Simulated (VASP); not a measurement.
MgO, 4 atoms in the cell. Symmetry: P6_3/mmc, No. 194, hexagonal system. The conventional cell has a = 3.590 Å, b = 3.590 Å, c = 4.321 Å, α = 90.00°, β = 90.00°, γ = 120.00°. Within 2.7 Å of Mg (site symmetry -6m2) lie 5 O at 2.07 to 2.16 Å. O (site symmetry -6m2) has 5 Mg at 2.07 to 2.16 Å within 2.7 Å. 

- Program: VASP 6.6.1
- Task: single point
- Functional: PBE
- Potentials or basis: VASP PAW PBE potentials, release 64 (Mg, O)
- Cutoff: 520 eV
- k mesh: 9 × 9 × 6
- Occupations: gaussian, width 0.01 eV
- Spin: no spin polarisation
- Dipole correction: no
- Further INCAR settings: ALGO = Normal; EDIFF = 1e-06; NBANDS = 16

Potentials or basis: VASP PAW PBE potentials, release 64 (Mg, O).

Command:

```sh
$ cat potpaw_PBE.64/Mg/POTCAR potpaw_PBE.64/O/POTCAR > POTCAR
$ mpirun -np 1 vasp_std > vasp.out
```

Hardware: 1 thread of Intel Xeon 8259CL, on a shared host.

Q: How long does it take, and how much memory?

A: Wall time 55 s on 1 thread of Intel Xeon 8259CL (shared host), peak memory 0.18 GiB. Counts: scf iterations 14, k points 48.
